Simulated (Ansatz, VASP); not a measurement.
One calculation of InGeCl5, two programs

File POSCAR:

```
InGeCl5
1.0
    4.4444610748      0.0000000000      0.0000000000
    0.0000000000      4.4444610748      0.0000000000
    0.0000000000      0.0000000000      7.5867608169
In Ge Cl
1 1 5
Direct
    0.0000000000      0.0000000000      0.5000000000
    0.5000000000      0.5000000000      0.0000000000
    0.0000000000      0.0000000000      0.0000000000
    0.5000000000      0.0000000000      0.7046295238
    0.0000000000      0.5000000000      0.7046295238
    0.5000000000      0.0000000000      0.2953704762
    0.0000000000      0.5000000000      0.2953704762
```

INCAR.step1

```
SYSTEM = InGeCl5
PREC = Accurate
ENCUT = 520
ISMEAR = -1
SIGMA = 0.03
LREAL = .FALSE.
LASPH = .TRUE.
NELM = 60
NBANDS = 40
GGA = PE
ALGO = Normal
EDIFF = 1E-4
LWAVE = .TRUE.
LCHARG = .FALSE.
```

Contents of INCAR.step2:

```
SYSTEM = InGeCl5
PREC = Accurate
ENCUT = 520
EDIFF = 1E-7
ISMEAR = -1
SIGMA = 0.03
LREAL = .FALSE.
LASPH = .TRUE.
NELM = 60
ALGO = Normal
ISIF = 2
LWAVE = .FALSE.
LCHARG = .TRUE.
METAGGA = R2SCAN
LMIXTAU = .TRUE.
LUSE_VDW = .TRUE.
IVDW_NL = 2
BPARAM = 11.95
CPARAM = 0.0093
LELF = .TRUE.
LVHAR = .TRUE.
NBANDS = 40
ISTART = 1
```

Contents of KPOINTS:

```
regular mesh
0
G
  6 6 4
  0 0 0
```

Input for Ansatz:

```yaml
crystal:
  lattice:
    - [4.4444610748, 0.0, 0.0]
    - [0.0, 4.4444610748, 0.0]
    - [0.0, 0.0, 7.5867608169]
  atoms:
    - { symbol: In, position: [0.0, 0.0, 0.5] }
    - { symbol: Ge, position: [0.5, 0.5, 0.0] }
    - { symbol: Cl, position: [0.0, 0.0, 0.0] }
    - { symbol: Cl, position: [0.5, 0.0, 0.7046295238] }
    - { symbol: Cl, position: [0.0, 0.5, 0.7046295238] }
    - { symbol: Cl, position: [0.5, 0.0, 0.2953704762] }
    - { symbol: Cl, position: [0.0, 0.5, 0.2953704762] }
kpoints:
  mp_grid: { grid: [6, 6, 4] }
  band_path:
    path:
      - [0.0, 0.0, 0.0]
      - [0.0, 0.5, 0.0]
      - [0.5, 0.5, 0.0]
      - [0.0, 0.0, 0.5]
      - [0.0, 0.5, 0.5]
      - [0.5, 0.5, 0.5]
    npoints: 1
hamiltonian:
  xc: r2scan
  dispersion: rvv10
scf:
  occupations: { method: fermi_dirac, width: 0.03 }
  n_extra_bands: 5
output:
  forces: true
  stress: true
  eigenvalues: true
```

Alike in both runs: task single point; functional r2SCAN; dispersion rVV10; k mesh 6 × 6 × 4; occupations fermi-dirac, width 0.03 eV; no spin polarisation.

|  | VASP | Ansatz |
| --- | --- | --- |
| version | VASP 6.6.1 | Ansatz 0.2.0 |
| potentials or method | VASP PAW PBE potentials, release 64 (In_d, Ge_d, Cl) | plane waves, PAW |
| plane-wave cutoff (eV) | 520 | 500 |
| valence electrons in the cell | 62 | 62 |

Ansatz gave:

| Property | Result |
| --- | --- |
| gap on the k mesh at the Fermi level (eV) | 1.31 |
| pressure (GPa) | 0.0 |
| rms of the force components (eV/Å) | 0.000 |

Q: Which values does VASP return?

A: gap on the k mesh at the Fermi level (eV): 1.32; pressure (GPa): 0.0; rms of the force components (eV/Å): 0.006.

VASP's potentials were made for PBE, not for r2SCAN. Atom by atom the forces differ by 0.006 eV/Å (rms over components).
